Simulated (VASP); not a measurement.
# CoSi (rocksalt type) (Fm-3m) in VASP: further runs

The runs below take CoSi (rocksalt type) through single point, with PBE.

Program: VASP 6.6.1. These are calculated values, not measurements. Logs are shortened: lines on timing, memory, paths and dates and some standing lists are left out, and cuts for length are marked.

## Step 1: The cell of the first run

Symmetry: Fm-3m, No. 225, cubic system. Conventional cell: a = 4.330 Å, b = 4.330 Å, c = 4.330 Å, α = 90.00°, β = 90.00°, γ = 90.00°. Within 2.9 Å of Co (site symmetry m-3m) lie 6 Si at 2.17 Å. Within 2.9 Å of Si (site symmetry m-3m) lie 6 Co at 2.17 Å.

## Step 2: Single point, PBE (volume scaled by 0.8)

Input file INCAR:

```
PREC = Accurate
ENCUT = 520
EDIFF = 1E-6
ISMEAR = -1
SIGMA = 0.1
LREAL = False
LASPH = True
NELM = 100
ALGO = Normal
ISIF = 2
LWAVE = False
LCHARG = False
GGA = PE
NBANDS = 14
```

Input file KPOINTS:

```
regular mesh
0
Gamma
  16 16 16
```

Input file POSCAR:

```
CoSi
1.0
    0.0000000000      2.1651286978      2.1651286978
    2.1651286978      0.0000000000      2.1651286978
    2.1651286978      2.1651286978      0.0000000000
Co Si
1 1
Direct
    0.0000000000      0.0000000000      0.0000000000
    0.5000000000      0.5000000000      0.5000000000
```

Potentials or basis: VASP PAW PBE potentials, release 64 (Co, Si).

The run is started by

```sh
cat potpaw_PBE.64/Co/POTCAR potpaw_PBE.64/Si/POTCAR > POTCAR
mpirun -np 1 vasp_std > vasp.out
```

OUTCAR:

```text
PREC = Accurate
   ENCUT = 520
   EDIFF = 1E-6
   ISMEAR = -1
   LREAL = False
   LASPH = True
   NELM = 100
   ISIF = 2
   GGA = PE

 ion  position               nearest neighbor table
   1  0.000  0.000  0.000-   2 2.17   2 2.17   2 2.17   2 2.17   2 2.17   2 2.17
   2  0.500  0.500  0.500-   1 2.17   1 2.17   1 2.17   1 2.17   1 2.17   1 2.17

  LATTYP: Found a face centered cubic cell.
 ALAT       =     4.3302573956

  Lattice vectors:

 A1 = (   0.0000000000,   2.1651286978,   2.1651286978)
 A2 = (   2.1651286978,   0.0000000000,   2.1651286978)
 A3 = (   2.1651286978,   2.1651286978,   0.0000000000)

Analysis of symmetry for initial positions (statically):
=====================================================================
 Subroutine PRICEL returns:
 Original cell was already a primitive cell.

 Routine SETGRP: Setting up the symmetry group for a
 face centered cubic supercell.

 Subroutine GETGRP returns: Found 48 space group operations
 (whereof 48 operations were pure point group operations)
 out of a pool of 48 trial point group operations.

The static configuration has the point symmetry O_h .

Analysis of symmetry for dynamics (positions and initial velocities):
=====================================================================
 Subroutine PRICEL returns:
 Original cell was already a primitive cell.

 Routine SETGRP: Setting up the symmetry group for a
 face centered cubic supercell.

 Subroutine GETGRP returns: Found 48 space group operations
 (whereof 48 operations were pure point group operations)
 out of a pool of 48 trial point group operations.

The dynamic configuration has the point symmetry O_h .

 Subroutine INISYM returns: Found 48 space group operations
 (whereof 48 operations are pure point group operations),
 and found     1 'primitive' translations

----------------------------------------------------------------------------------------

                                     Primitive cell

  volume of cell :      20.2993

  direct lattice vectors                    reciprocal lattice vectors
     0.000000000  2.165128698  2.165128698    -0.230933154  0.230933154  0.230933154
     2.165128698  0.000000000  2.165128698     0.230933154 -0.230933154  0.230933154
     2.165128698  2.165128698  0.000000000     0.230933154  0.230933154 -0.230933154

  length of vectors
     3.061954369  3.061954369  3.061954369     0.399987957  0.399987957  0.399987957

  position of ions in fractional coordinates (direct lattice)
     0.000000000  0.000000000  0.000000000
     0.500000000  0.500000000  0.500000000

  ion indices of the primitive-cell ions
   primitive index   ion index
                 1           1
                 2           2

----------------------------------------------------------------------------------------

 KPOINTS: regular mesh

Automatic generation of k-mesh.
 Grid dimensions read from file:
 generate k-points for:   16   16   16

 Generating k-lattice:

  Cartesian coordinates                     Fractional coordinates (reciprocal lattice)
    -0.014433322  0.014433322  0.014433322     0.062500000  0.000000000  0.000000000
     0.014433322 -0.014433322  0.014433322     0.000000000  0.062500000  0.000000000
     0.014433322  0.014433322 -0.014433322     0.000000000  0.000000000  0.062500000

  Length of vectors
     0.024999247  0.024999247  0.024999247

  Shift w.r.t. Gamma in fractional coordinates (k-lattice)
     0.000000000  0.000000000  0.000000000

 Subroutine IBZKPT returns following result:
 ===========================================

 Found    145 irreducible k-points:

 Following reciprocal coordinates:
            Coordinates               Weight
  0.000000  0.000000  0.000000      1.000000
  0.062500  0.000000  0.000000      8.000000
  0.125000  0.000000  0.000000      8.000000
  0.187500  0.000000  0.000000      8.000000
  0.250000  0.000000  0.000000      8.000000
  0.312500  0.000000  0.000000      8.000000
[... 16 lines left out ...]
 -0.125000  0.062500  0.000000     24.000000
 -0.062500  0.062500  0.000000     12.000000
 [... further k-points ...]
   k-points           NKPTS =    145   k-points in BZ     NKDIM =    145   number of bands    NBANDS=     14
   number of dos      NEDOS =    301   number of ions     NIONS =      2
   total plane-waves  NPLWV =  13824
   dimension x,y,z NGX =    24 NGY =   24 NGZ =   24
   dimension x,y,z NGXF=    48 NGYF=   48 NGZF=   48
   ions per type =               1   1
   NGX,Y,Z   is equivalent  to a cutoff of  13.03, 13.03, 13.03 a.u.
   NGXF,Y,Z  is equivalent  to a cutoff of  26.06, 26.06, 26.06 a.u.
 SYSTEM =  unknown system
   PREC   = accura    normal or accurate (medium, high low for compatibility)
   ISTART =      0    job   : 0-new  1-cont  2-samecut
   ICHARG =      2    charge: 1-file 2-atom 10-const
   ISPIN  =      1    spin polarized calculation?
   LNONCOLLINEAR =      F non collinear calculations
   LSORBIT =      F    spin-orbit coupling
   LASPH  =      T    aspherical Exc in radial PAW
   ENCUT  =  520.0 eV  38.22 Ry    6.18 a.u.   5.69  5.69  5.69*2*pi/ulx,y,z
   NELM   =    100;   NELMIN=  2; NELMDL= -5     # of ELM steps
   EDIFF  = 0.1E-05   stopping-criterion for ELM
   LREAL  =      F    real-space projection
   EDIFFG = 0.1E-04   stopping-criterion for IOM
   NSW    =      0    number of steps for IOM
   IBRION =     -1    ionic relax: 0-MD 1-quasi-New 2-CG
   NFREE  =      0    steps in history (QN), initial steepest desc. (CG)
   ISIF   =      2    stress and relaxation
   ISYM   =      2    0-nonsym 1-usesym 2-fastsym
   POTIM  = 0.5000    time-step for ionic-motion
   TEBEG  =    0.0;   TEEND  =   0.0 temperature during run
   PSTRESS=    0.0 pullay stress
   NELECT =      13.0000    total number of electrons
   NUPDOWN=      -1.0000    fix difference up-down
   EMIN   =  10.00;   EMAX   =-10.00  energy-range for DOS
   EFERMI =   0.00;   METHOD = LEGACY
   ISMEAR =    -1;   SIGMA  =   0.10  broadening in eV -4-tet -1-fermi 0-gaus
   EFERMI_NEDOS =   21; number of points for ismear=-14 and -15
   IALGO  =     38    algorithm
   IMIX   =      4    mixing-type and parameters
     AMIX     =   0.40;   BMIX     =  1.00
     AMIX_MAG =   1.60;   BMIX_MAG =  1.00
  volume/ion in A,a.u.               =      10.15        68.49
  Fermi-wavevector in a.u.,A,eV,Ry     =   1.411114  2.666620 27.092519  1.991244
  Thomas-Fermi vector in A             =   2.532999
   LORBIT       =      0    0 simple, 1 ext, 2 COOP (PROOUT), +10 PAW based schemes
   GGA     = PE    functional components
[... 5 lines left out ...]
 non-spin polarized calculation
  energy-cutoff  :      520.00
  volume of cell :       20.30
 maximum number of plane-waves:       568
   NGX = 11   NGY = 11   NGZ = 11

 number of electron      13.0000004 magnetization

 Free energy of the ion-electron system (eV)
  ---------------------------------------------------
  ext. energy  EPLUGINS =         0.00000000
  ---------------------------------------------------
  free energy    TOTEN  =       -11.54994313 eV

  energy without entropy =      -11.51378449  energy(sigma->0) =      -11.53186381

 E-fermi :  13.2827     XC(G=0): -13.1430

 val. band max:       13.2815811549   @ k =  -0.3750   0.0625   0.0000
 cond. band min:      13.2857283655   @ k =  -0.2500   0.4375   0.1875
 fundamental gap:      0.0041472105
 Fermi energy:        13.2826736291

 k-point     1 :       0.0000    0.0000    0.0000
  band No.  band energies     occupation
      1      -0.7999      2.00000
      2      10.4368      2.00000
      3      10.4368      2.00000
      4      10.4368      2.00000
      5      10.6488      2.00000
      6      10.6488      2.00000
      7      18.8127      0.00000
      8      18.8127      0.00000
      9      18.8127      0.00000
     10      25.0689      0.00000
     11      25.0689      0.00000
     12      25.0689      0.00000
     13      25.4779      0.00000
     14      30.4289      0.00000

 k-point     2 :       0.0625    0.0000    0.0000
  band No.  band energies     occupation
      1      -0.7050      2.00000
      2      10.3589      2.00000
      3      10.4519      2.00000
      4      10.4519      2.00000
      5      10.6206      2.00000
      6      10.6206      2.00000
      7      18.4065      0.00000
      8      18.8809      0.00000
      9      18.8809      0.00000
     10      24.1896      0.00000
     11      25.1199      0.00000
     12      25.1199      0.00000
     13      26.6691      0.00000
     14      29.5085      0.00000

 k-point     3 :       0.1250    0.0000    0.0000
  band No.  band energies     occupation
      1      -0.4219      2.00000
      2      10.1205      2.00000
      3      10.3639      2.00000
      4      10.3639      2.00000
      5      10.6808      2.00000
      6      10.6808      2.00000
      7      17.3910      0.00000
      8      19.0657      0.00000
      9      19.0657      0.00000
     10      23.4461      0.00000
     11      25.1960      0.00000
     12      25.1960      0.00000
     13      28.0075      0.00000
     14      28.2923      0.00000
[... 324 lines left out ...]
 k-point    23 :      -0.1250    0.0625    0.0000
  band No.  band energies     occupation
      1      -0.2037      2.00000
      2       9.9827      2.00000
      3      10.2333      2.00000
      4      10.2735      2.00000
      5      10.6615      2.00000
      6      10.8493      2.00000
      7      17.0434      0.00000
      8      18.2714      0.00000
      9      19.7471      0.00000
     10      23.3197      0.00000
     11      25.0037      0.00000
     12      25.1756      0.00000
     13      26.6853      0.00000
     14      28.8111      0.00000

 k-point    24 :      -0.0625    0.0625    0.0000
  band No.  band energies     occupation
      1      -0.5476      2.00000
      2      10.2517      2.00000
      3      10.3878      2.00000
      4      10.4794      2.00000
      5      10.5200      2.00000
      6      10.6997      2.00000
      7      18.0735      0.00000
      8      18.4144      0.00000
      9      19.2718      0.00000
     10      23.7365      0.00000
     11      25.1496      0.00000
     12      25.1665      0.00000
     13      27.6522      0.00000
     14      27.9811      0.00000

 [... further k-points ...]

------------------------ aborting loop because EDIFF is reached ----------------------------------------

  FORCE on cell =-STRESS in cart. coord.  units (eV):
  Direction    XX          YY          ZZ          XY          YZ          ZX
  --------------------------------------------------------------------------------------
  -------------------------------------------------------------------------------------
  Total        7.3988803      7.3988803      7.3988803      0.0000000      0.0000000     -0.0000000
  in kB      583.9765931    583.9765931    583.9765931      0.0000000      0.0000000     -0.0000000
  external PRESSURE =     583.9765931 kB  Pullay stress =       0.0000000 kB

 VOLUME and BASIS-vectors are now :
 -----------------------------------------------------------------------------
  energy-cutoff  :      520.00
  volume of cell :       20.30
      direct lattice vectors                 reciprocal lattice vectors
     0.000000000  2.165128698  2.165128698    -0.230933154  0.230933154  0.230933154
     2.165128698  0.000000000  2.165128698     0.230933154 -0.230933154  0.230933154
     2.165128698  2.165128698  0.000000000     0.230933154  0.230933154 -0.230933154

 POSITION                                       TOTAL-FORCE (eV/Angst)
 -----------------------------------------------------------------------------------
      0.00000      0.00000      0.00000         0.000000     -0.000000     -0.000000
      2.16513      2.16513      2.16513        -0.000000      0.000000      0.000000
 -----------------------------------------------------------------------------------
    total drift:                                0.000000     -0.000000     -0.000000

  FREE ENERGIE OF THE ION-ELECTRON SYSTEM (eV)
  ---------------------------------------------------
  free  energy   TOTEN  =       -11.5499431343 eV

  energy  without entropy=      -11.5137844878  energy(sigma->0) =      -11.53186381
```

It took 20 s on 1 thread of Intel Xeon Platinum 8259CL at 2.50GHz (Skylake/Cascade Lake), shared host; peak memory 0.17 GiB.

Results:

- Free energy: -11.5499 eV
- Pressure: 58.4 GPa

 Spin polarisation is off, so any magnetic state and its effect on volume and gap are missing.

[end of part 1 of 2]
